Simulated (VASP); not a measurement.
# Ge2Sb2Te5 (P-3m1) in VASP: further runs, part 2 of 2

VASP 6.6.1. The steps go on from the part before.

### Step 4. Single point, PBEsol (strain -0.050 along x and y, +0.000 along z)

The input, INCAR:

```
SYSTEM = Ge2Sb2Te5
PREC = Accurate
ENCUT = 520
EDIFF = 1E-6
ISMEAR = 0
SIGMA = 0.15
LREAL = .FALSE.
LASPH = .TRUE.
NELM = 100
ALGO = Fast
ISIF = 2
LWAVE = .FALSE.
LCHARG = .FALSE.
GGA = PS
NBANDS = 44
```

The input, KPOINTS:

```
regular mesh
0
G
  12 12 4
  0 0 0
```

The input, POSCAR:

```
Ge2Sb2Te5
1.0
    3.9916474308      0.0000000000      0.0000000000
   -1.9958237154      3.4568680781      0.0000000000
    0.0000000000      0.0000000000     17.1060849488
Ge Sb Te
2 2 5
Direct
    0.0000000000      0.0000000000      0.3381075982
    0.0000000000      0.0000000000      0.6618924018
    0.3333333333      0.6666666667      0.1166940723
    0.6666666667      0.3333333333      0.8833059277
    0.0000000000      0.0000000000      0.0000000000
    0.3333333333      0.6666666667      0.7810582678
    0.6666666667      0.3333333333      0.2189417322
    0.3333333333      0.6666666667      0.4206821615
    0.6666666667      0.3333333333      0.5793178385
```

Potentials or basis: VASP PAW PBE potentials, release 64 (Ge_d, Sb, Te).

The run is started by

```sh
$ cat potpaw_PBE.64/Ge_d/POTCAR potpaw_PBE.64/Sb/POTCAR potpaw_PBE.64/Te/POTCAR > POTCAR
$ mpirun -np 1 vasp_std > vasp.out
```

OUTCAR:

```text
SYSTEM = Ge2Sb2Te5
   PREC = Accurate
   ENCUT = 520
   EDIFF = 1E-6
   ISMEAR = 0
   LREAL = .FALSE.
   LASPH = .TRUE.
   NELM = 100
   ISIF = 2
   GGA = PS

 ion  position               nearest neighbor table
   1  0.000  0.000  0.338-   8 2.70   8 2.70   8 2.70   7 3.08   7 3.08   7 3.08
   2  0.000  0.000  0.662-   9 2.70   9 2.70   9 2.70   6 3.08   6 3.08   6 3.08
   3  0.333  0.667  0.117-   7 2.89   7 2.89   7 2.89   5 3.05   5 3.05   5 3.05
   4  0.667  0.333  0.883-   6 2.89   6 2.89   6 2.89   5 3.05   5 3.05   5 3.05
   5  0.000  0.000  0.000-   3 3.05   4 3.05   4 3.05   3 3.05   4 3.05   3 3.05
   6  0.333  0.667  0.781-   4 2.89   4 2.89   4 2.89   2 3.08   2 3.08   2 3.08
   7  0.667  0.333  0.219-   3 2.89   3 2.89   3 2.89   1 3.08   1 3.08   1 3.08
   8  0.333  0.667  0.421-   1 2.70   1 2.70   1 2.70   9 3.56   9 3.56   9 3.56
   9  0.667  0.333  0.579-   2 2.70   2 2.70   2 2.70   8 3.56   8 3.56   8 3.56

  LATTYP: Found a hexagonal cell.
 ALAT       =     3.9916474308
 C/A-ratio  =     4.2854699082

  Lattice vectors:

 A1 = (   3.9916474308,   0.0000000000,   0.0000000000)
 A2 = (  -1.9958237154,   3.4568680781,   0.0000000000)
 A3 = (   0.0000000000,   0.0000000000,  17.1060849488)

Analysis of symmetry for initial positions (statically):
=====================================================================
 Subroutine PRICEL returns:
 Original cell was already a primitive cell.

 Routine SETGRP: Setting up the symmetry group for a
 hexagonal supercell.

 Subroutine GETGRP returns: Found 12 space group operations
 (whereof 12 operations were pure point group operations)
 out of a pool of 24 trial point group operations.

The static configuration has the point symmetry D_3d.

Analysis of symmetry for dynamics (positions and initial velocities):
=====================================================================
 Subroutine PRICEL returns:
 Original cell was already a primitive cell.

 Routine SETGRP: Setting up the symmetry group for a
 hexagonal supercell.

 Subroutine GETGRP returns: Found 12 space group operations
 (whereof 12 operations were pure point group operations)
 out of a pool of 24 trial point group operations.

The dynamic configuration has the point symmetry D_3d.

 Subroutine INISYM returns: Found 12 space group operations
 (whereof 12 operations are pure point group operations),
 and found     1 'primitive' translations

----------------------------------------------------------------------------------------

                                     Primitive cell

  volume of cell :     236.0400

  direct lattice vectors                    reciprocal lattice vectors
     3.991647431  0.000000000  0.000000000     0.250523128  0.144639595  0.000000000
    -1.995823715  3.456868078  0.000000000     0.000000000  0.289279191  0.000000000
     0.000000000  0.000000000 17.106084949     0.000000000  0.000000000  0.058458730

  length of vectors
     3.991647431  3.991647431 17.106084949     0.289279191  0.289279191  0.058458730

  position of ions in fractional coordinates (direct lattice)
     0.000000000  0.000000000  0.338107598
     0.000000000  0.000000000  0.661892402
     0.333333333  0.666666667  0.116694072
     0.666666667  0.333333333  0.883305928
     0.000000000  0.000000000  0.000000000
     0.333333333  0.666666667  0.781058268
     0.666666667  0.333333333  0.218941732
     0.333333333  0.666666667  0.420682161
[... 68 lines left out ...]
   number of dos      NEDOS =    301   number of ions     NIONS =      9
   total plane-waves  NPLWV = 115200
   dimension x,y,z NGX =    30 NGY =   30 NGZ =  128
   dimension x,y,z NGXF=    60 NGYF=   60 NGZF=  256
   ions per type =               2   2   5
   NGX,Y,Z   is equivalent  to a cutoff of  12.49, 12.49, 12.44 a.u.
   NGXF,Y,Z  is equivalent  to a cutoff of  24.99, 24.99, 24.88 a.u.
 SYSTEM =  Ge2Sb2Te5
   PREC   = accura    normal or accurate (medium, high low for compatibility)
   ISTART =      0    job   : 0-new  1-cont  2-samecut
   ICHARG =      2    charge: 1-file 2-atom 10-const
   ISPIN  =      1    spin polarized calculation?
   LNONCOLLINEAR =      F non collinear calculations
   LSORBIT =      F    spin-orbit coupling
   LASPH  =      T    aspherical Exc in radial PAW
   ENCUT  =  520.0 eV  38.22 Ry    6.18 a.u.   7.42  7.42 31.81*2*pi/ulx,y,z
   NELM   =    100;   NELMIN=  2; NELMDL= -5     # of ELM steps
   EDIFF  = 0.1E-05   stopping-criterion for ELM
   LREAL  =      F    real-space projection
   EDIFFG = 0.1E-04   stopping-criterion for IOM
   NSW    =      0    number of steps for IOM
   IBRION =     -1    ionic relax: 0-MD 1-quasi-New 2-CG
   NFREE  =      0    steps in history (QN), initial steepest desc. (CG)
   ISIF   =      2    stress and relaxation
   ISYM   =      2    0-nonsym 1-usesym 2-fastsym
   POTIM  = 0.5000    time-step for ionic-motion
   TEBEG  =    0.0;   TEEND  =   0.0 temperature during run
   PSTRESS=    0.0 pullay stress
   NELECT =      68.0000    total number of electrons
   NUPDOWN=      -1.0000    fix difference up-down
   EMIN   =  10.00;   EMAX   =-10.00  energy-range for DOS
   EFERMI =   0.00;   METHOD = LEGACY
   ISMEAR =     0;   SIGMA  =   0.15  broadening in eV -4-tet -1-fermi 0-gaus
   EFERMI_NEDOS =   21; number of points for ismear=-14 and -15
   IALGO  =     68    algorithm
   IMIX   =      4    mixing-type and parameters
     AMIX     =   0.40;   BMIX     =  1.00
     AMIX_MAG =   1.60;   BMIX_MAG =  1.00
  volume/ion in A,a.u.               =      26.23       176.99
  Fermi-wavevector in a.u.,A,eV,Ry     =   1.081225  2.043218 15.905846  1.169047
  Thomas-Fermi vector in A             =   2.217236
   LORBIT       =      0    0 simple, 1 ext, 2 COOP (PROOUT), +10 PAW based schemes
   GGA     = PS    functional components
   LHFCALC =     F    Hartree Fock is set to
   AEXX    =    0.0000 exact exchange contribution
   IVDW    =     0    specifies the selected vdW correction
   LEPSILON=     F    determine dielectric tensor
   LRPA    =     F    only Hartree local field effects (RPA)
 non-spin polarized calculation
 RMM-DIIS sequential band-by-band and
 Gauss-broadening in eV      SIGMA  =   0.15
  energy-cutoff  :      520.00
  volume of cell :      236.04
 maximum number of plane-waves:      6412
 NGX is ok and might be reduce to    30
   NGX = 15   NGY = 15   NGZ = 63

 number of electron      68.0000055 magnetization

 Free energy of the ion-electron system (eV)
  ---------------------------------------------------
  ext. energy  EPLUGINS =         0.00000000
  ---------------------------------------------------
  free energy    TOTEN  =       -36.86523782 eV

  energy without entropy =      -36.84944546  energy(sigma->0) =      -36.85734164

 E-fermi :   8.0892     XC(G=0): -10.2179

 val. band max:        8.0796737611   @ k =   0.4167   0.0000   0.5000
 cond. band min:       8.1034773113   @ k =   0.5000   0.0000   0.5000
 fundamental gap:      0.0238035501
 Fermi energy:         8.0891696370

 k-point     1 :       0.0000    0.0000    0.0000
  band No.  band energies     occupation
      1     -16.8330      2.00000
      2     -16.8330      2.00000
      3     -16.8330      2.00000
      4     -16.8330      2.00000
      5     -16.8152      2.00000
      6     -16.8152      2.00000
[... 1117 lines left out ...]
     43      10.9030      0.00000
     44      11.0994      0.00000

 [... further k-points ...]

------------------------ aborting loop because EDIFF is reached ----------------------------------------

  FORCE on cell =-STRESS in cart. coord.  units (eV):
  Direction    XX          YY          ZZ          XY          YZ          ZX
  --------------------------------------------------------------------------------------
  -------------------------------------------------------------------------------------
  Total       11.1574122     11.1574122      9.3777575      0.0000000      0.0000000      0.0000000
  in kB       75.7335742     75.7335742     63.6537475      0.0000000      0.0000000      0.0000000
  external PRESSURE =      71.7069653 kB  Pullay stress =       0.0000000 kB

 VOLUME and BASIS-vectors are now :
 -----------------------------------------------------------------------------
  energy-cutoff  :      520.00
  volume of cell :      236.04
      direct lattice vectors                 reciprocal lattice vectors
     3.991647431  0.000000000  0.000000000     0.250523128  0.144639595  0.000000000
    -1.995823715  3.456868078  0.000000000     0.000000000  0.289279191  0.000000000
     0.000000000  0.000000000 17.106084949     0.000000000  0.000000000  0.058458730

 POSITION                                       TOTAL-FORCE (eV/Angst)
 -----------------------------------------------------------------------------------
      0.00000      0.00000      5.78370        -0.000000     -0.000000     -0.489677
      0.00000      0.00000     11.32239         0.000000      0.000000      0.489677
     -0.00000      2.30458      1.99618        -0.000000      0.000000     -0.374987
      1.99582      1.15229     15.10991        -0.000000     -0.000000      0.374987
      0.00000      0.00000      0.00000        -0.000000      0.000000     -0.000000
     -0.00000      2.30458     13.36085        -0.000000      0.000000     -0.739856
      1.99582      1.15229      3.74524        -0.000000      0.000000      0.739856
     -0.00000      2.30458      7.19622        -0.000000      0.000000      0.546409
      1.99582      1.15229      9.90986         0.000000     -0.000000     -0.546409
 -----------------------------------------------------------------------------------
    total drift:                                0.000000     -0.000000      0.000000

  FREE ENERGIE OF THE ION-ELECTRON SYSTEM (eV)
  ---------------------------------------------------
  free  energy   TOTEN  =       -36.8652378177 eV

  energy  without entropy=      -36.8494454625  energy(sigma->0) =      -36.85734164
```

It took 10 min on 1 thread of Oxide Virtual Turin-like, shared host; peak memory 0.73 GiB.

What came out:

```yaml
Free_energy: -36.8652 eV
Pressure: 7.2 GPa
Largest_force: 0.740 eV/Å
Band_gap_on_the_k_mesh: zero (bands 34 and 35 overlap by 0.55 eV)
```

Forces on the atoms (eV/Å):
```
Ge   0.000  0.000 -0.490
Ge   0.000  0.000  0.490
Sb   0.000  0.000 -0.375
Sb   0.000  0.000  0.375
Te   0.000  0.000  0.000
Te   0.000  0.000 -0.740
Te   0.000  0.000  0.740
Te   0.000  0.000  0.546
Te   0.000  0.000 -0.546
```

Caveat: the cell differs from its parent crystal (strain -0.050 along x and y, +0.000 along z); the cell stands under pressure; the PAW data sets were made with another functional, which shifts forces and pressure a little; spin-orbit coupling is left out, which moves the levels of the heavy elements.

### Step 5. Summary

```tsv
cell	gap on the mesh (eV)	pressure (GPa)	largest force (eV/Å)
a = 4.412, b = 4.412, c = 17.961 Å, angles 90.0, 90.0, 120.0°, 9 atoms	0.04	-5.8	0.66
a = 3.992, b = 3.992, c = 16.251 Å, angles 90.0, 90.0, 120.0°, 9 atoms	none	12.3	1.15
a = 3.992, b = 3.992, c = 17.106 Å, angles 90.0, 90.0, 120.0°, 9 atoms	none	7.2	0.74
```

Alike in all rows: task single point; level PBEsol; potentials or basis VASP PAW PBE potentials, release 64 (Ge_d, Sb, Te); no spin polarisation; k mesh 12 × 12 × 4; cutoff (eV) 520; smearing gaussian 0.15 eV.

Caveats: the PAW data sets were made with another functional, which shifts forces and pressure a little; spin-orbit coupling is left out, which moves the levels of the heavy elements; the cell stands under pressure (at least some runs); the cell stands under tension (at least some runs); semilocal functionals underestimate gaps, and a narrow one can read as zero (at least some runs).

Total energies depend on the potentials used, so only differences within one code and one set of settings carry meaning.

The gap in the log of VASP goes by the Fermi energy; the results here count the filled bands.